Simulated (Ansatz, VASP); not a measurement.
# Al4Cu in VASP and in Ansatz

```
Al Cu
1.0
     2.79704    0.00000    0.00000
    -1.39852    2.42231    0.00000
     0.00000    0.00000   22.21518
Al Cu
8 2
Direct
  0.33333 0.66667 0.85000
  0.33333 0.66667 0.05000
  0.33333 0.66667 0.45000
  0.33333 0.66667 0.65000
  0.66667 0.33333 0.95000
  0.66667 0.33333 0.15000
  0.66667 0.33333 0.35000
  0.66667 0.33333 0.55000
  0.33333 0.66667 0.25000
  0.66667 0.33333 0.75000
```

Alike in both runs: task relaxation of cell and atoms; functional PBE; k mesh 6 × 6 × 1; occupations gaussian, width 0.1 eV; no spin polarisation.

|  | VASP | Ansatz |
| --- | --- | --- |
| version | VASP 6.6.1 | Ansatz 0.2.0 |
| potentials or method | VASP PAW PBE potentials, release 64 (Al, Cu), cutoff 600 eV | scalar-relativistic, plane waves, PAW |
| valence electrons in the cell | 46 | 62 |

```tsv
	VASP	Ansatz	Ansatz less VASP
gap on the k mesh at the Fermi level, each at its own relaxed structure (eV)	none	none	-
relaxed volume (Å³/atom)	15.67	15.60	-0.067
relaxed cell length with the largest relative difference (Å)	21.988	21.948	-0.0391
```

A gap of «none» marks a metal or a gap that the smearing closes. VASP's potentials hold 46 valence electrons a cell and Ansatz's 62, so a difference there can come from the potentials and not from the codes.

The k mesh is coarse, so the values compare programs but aren't converged.
